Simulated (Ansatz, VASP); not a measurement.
Given: the input of a run of Ansatz 0.2.0 on WS.

File input.yaml:

```yaml
crystal:
  lattice:
    - [3.00789, 0.0, 0.0]
    - [0.0, 3.00789, 0.0]
    - [0.0, 0.0, 3.00789]
  atoms:
    - { symbol: W, position: [0.5, 0.5, 0.5] }
    - { symbol: S, position: [0.0, 0.0, 0.0] }
kpoints:
  mp_grid: { grid: [5, 5, 5] }
scf:
  occupations: { method: fermi_dirac, width: 0.03 }
hamiltonian:
  xc: pbe
  pseudopotentials: { kind: all_electron, lapw: { basis_error: 0.002 } }
output:
  forces: true
  stress: true
  eigenvalues: true
```

Potentials or basis: all-electron LAPW, scalar-relativistic.

Run with:

```sh
$ ansatz run input.yaml --threads 1 --pin off --max-ram 3072MiB --backend cpu --events-out ev --progress --plain --runs-dir out
```

Task: Set up the same calculation for VASP 6.6.1. Potentials there: VASP PAW PBE potentials, release 64 (W_sv, S).

Result: As run (the cutoff follows the program's own potentials):

Contents of INCAR:

```
ALGO = Normal
EDIFF = 1E-6
ENCUT = 520
GGA = PE
ISIF = 2
ISMEAR = -1
LASPH = T
LCHARG = F
LREAL = F
LWAVE = F
NBANDS = 17
NELM = 80
PREC = Accurate
SIGMA = 0.03
```

Contents of KPOINTS:

```
k-points
0
Gamma
  5 5 5
```

POSCAR

```
WS
1.0
    3.0078900000      0.0000000000      0.0000000000
    0.0000000000      3.0078900000      0.0000000000
    0.0000000000      0.0000000000      3.0078900000
W S
1 1
Direct
    0.5000000000      0.5000000000      0.5000000000
    0.0000000000      0.0000000000      0.0000000000
```

Potentials or basis: VASP PAW PBE potentials, release 64 (W_sv, S).

Command:

```console
$ cat potpaw_PBE.64/W_sv/POTCAR potpaw_PBE.64/S/POTCAR > POTCAR
$ mpirun -np 1 vasp_std > vasp.out
```

Both were run:

|  | VASP | Ansatz | Ansatz less VASP |
| --- | --- | --- | --- |
| gap on the k mesh at the Fermi level (eV) | none | none | - |
| pressure (GPa) | 0.5 | 0.3 | -0.24 |

A gap of «none» marks a metal or a gap that the smearing closes. Ansatz ran all-electron here, and VASP with PAW potentials.

The k mesh is coarse, so the values compare programs but aren't converged. Spin-orbit coupling is off throughout. Noted on Ansatz's run: the k mesh is thin for a metal, which can move the energy by tens of meV per atom.
